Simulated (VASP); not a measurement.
The system is MnZn.

```xyz
2
Lattice="3.0700 0.0000 0.0000 0.0000 3.0700 0.0000 0.0000 0.0000 3.0700" Properties=species:S:1:pos:R:3 pbc="T T T"
Mn    0.0000    0.0000    0.0000
Zn    1.5350    1.5350    1.5350
```

Base run:

* Program: VASP 6.6.1
* Functional: LDA
* Potentials or basis: VASP PAW LDA potentials, release 64 (Mn_pv, Zn)
* Cutoff: 520 eV
* k mesh: 7 × 7 × 7
* Occupations: gaussian, width 0.1 eV
* Spin: collinear spin, ferromagnetic start
* Starting moments: [4.1, 0.02] μB
* Fixed moment: 4 μB

Its results: pressure -7.3 GPa; site moments Mn +3.73; Zn +0.01 μB.

Question: The run is repeated on the same cell with these changes: fixed moment from 4 μB to 3.2 μB; moments at the start from [4.1, 0.02] to [3.48, -0.06]. What comes out?

Answer: Pressure -15.5 GPa; site moments Mn +3.16; Zn -0.06 μB.

Caveats: the cell stands under tension; the total moment is fixed, so each spin has its own Fermi level.
